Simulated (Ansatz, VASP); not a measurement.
# One calculation of Be2Br3, two programs

```
CELL_PARAMETERS angstrom
7.64715 0.00000 0.00000
0.00000 7.64715 0.00000
0.00000 0.00000 3.91372
ATOMIC_POSITIONS crystal
Be 0.24423 0.74423 0.00000
Be 0.25577 0.24423 0.00000
Be 0.75577 0.25577 0.00000
Be 0.74423 0.75577 0.00000
Br 0.00000 0.00000 0.00000
Br 0.50000 0.50000 0.00000
Br 0.15269 0.65269 0.50000
Br 0.34731 0.15269 0.50000
Br 0.84731 0.34731 0.50000
Br 0.65269 0.84731 0.50000
```

Alike in both runs: functional PBE; k mesh 6 × 6 × 10; occupations gaussian, width 0.1 eV; no spin polarisation.

Ansatz relaxed the structure, and its values are those at the end. VASP's run is a single point on that final structure, the one shown.

|  | VASP | Ansatz |
| --- | --- | --- |
| version | VASP 6.6.1 | Ansatz 0.2.0 |
| potentials or method | VASP PAW PBE potentials, release 64 (Be, Br), cutoff 520 eV | scalar-relativistic, plane waves, PAW |
| valence electrons in the cell | 50 | 50 |

|  | VASP | Ansatz | Ansatz less VASP |
| --- | --- | --- | --- |
| gap on the k mesh at the Fermi level (eV) | none | none | - |
| pressure (GPa) | 0.0 | 0.0 | -0.03 |
| rms of the force components (eV/Å) | 0.003 | 0.001 | -0.0028 |

A gap of «none» marks a metal or a gap that the smearing closes.
